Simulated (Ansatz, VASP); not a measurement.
## WC in VASP and in Ansatz

File INCAR:

```
PREC = Accurate ; ENCUT = 520
EDIFF = 1E-7 ; ISMEAR = -1
SIGMA = 0.15 ; LREAL = False
LASPH = True ; NELM = 100
ALGO = Normal ; ISIF = 2
LWAVE = False ; LCHARG = False
NBANDS = 16
```

Contents of KPOINTS:

```
regular mesh
0
Gamma
  8 8 8
```

Contents of POSCAR:

```
WC
1.0
    0.0000000000      2.1926800000      2.1926800000
    2.1926800000      0.0000000000      2.1926800000
    2.1926800000      2.1926800000      0.0000000000
W C
1 1
Direct
    0.9994521258      0.0168678742      0.9928578742
    0.4918800000      0.5087100000      0.5022500000
```

Input for Ansatz:

```yaml
crystal:
  lattice:
    - [0.0, 2.19268, 2.19268]
    - [2.19268, 0.0, 2.19268]
    - [2.19268, 2.19268, 0.0]
  atoms:
    - { symbol: W, position: [0.9994521258003903, 0.01686787419960961, 0.9928578741996097] }
    - { symbol: C, position: [0.49188, 0.50871, 0.50225] }
basis:
  ecutwfc: 540.0
  xc_grid: 2
kpoints:
  mp_grid:
    grid: [8, 8, 8]
hamiltonian:
  xc: lda
scf:
  convergence:
    dr2_threshold: 1.0e-09
  occupations:
    method: fermi_dirac
    width: 0.15
output:
  forces: true
  stress: true
```

Alike in both runs: task single point; functional LDA; k mesh 8 × 8 × 8; occupations fermi-dirac, width 0.15 eV; no spin polarisation.

```csv
,VASP,Ansatz
version,VASP 6.6.1,Ansatz 0.2.0
potentials or method,"VASP PAW LDA potentials, release 64 (W_sv, C), cutoff 520 eV","plane waves, PAW"
valence electrons in the cell,18,18
```

Ansatz gave:

```
pressure (GPa)                                                : -15.2
traceless stress, the component that is largest in VASP (GPa) : 0.40
rms of the force components (eV/Å)                            : 0.119
```

What did VASP give for the same quantities?

Pressure (GPa): -13.1; traceless stress, the component that is largest in VASP (GPa): 0.40; rms of the force components (eV/Å): 0.124.

LDA's correlation is that of Perdew and Zunger in VASP and of Perdew and Wang (1992) in Ansatz. Atom by atom the forces differ by 0.004 eV/Å (rms over components). Ansatz's warnings: stress scf threshold loose.

Neither program's run includes spin-orbit coupling.
